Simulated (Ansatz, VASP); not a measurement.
**SbRuS3: VASP beside Ansatz**

```
CELL_PARAMETERS angstrom
4.61486 0.00000 0.00000
0.00000 4.61486 0.00000
0.00000 0.00000 4.61486
ATOMIC_POSITIONS crystal
Sb 0.00000 0.00000 0.00000
Ru 0.50000 0.50000 0.50000
S 0.00000 0.50000 0.50000
S 0.50000 0.00000 0.50000
S 0.50000 0.50000 0.00000
```

Alike in both runs: functional r2SCAN; k mesh 8 × 8 × 8; occupations gaussian, width 0.1 eV; collinear spin.

Ansatz relaxed the structure, and its values are those at the end. VASP's run is a single point on that final structure, the one shown.

|  | VASP | Ansatz |
| --- | --- | --- |
| version | VASP 6.6.1 | Ansatz 0.2.0 |
| potentials or method | VASP PAW PBE potentials, release 64 (Sb, Ru_pv, S), cutoff 520 eV | scalar-relativistic, plane waves, PAW |
| valence electrons in the cell | 37 | 49 |

```csv
,VASP,Ansatz,Ansatz less VASP
gap on the k mesh at the Fermi level (eV),none,none,-
pressure (GPa),-0.1,0.0,+0.15
net moment per atom (μB),0.00,0.00,-0.001
```

VASP's potentials were made for PBE, not for r2SCAN. A gap of «none» marks a metal or a gap that the smearing closes. With one functional, cell and mesh, what is left measures potentials, basis and numerics. VASP's potentials hold 37 valence electrons a cell and Ansatz's 49, so a difference there can come from the potentials and not from the codes. Ansatz's warnings: seeded moment not kept.

Spin-orbit coupling is off throughout.
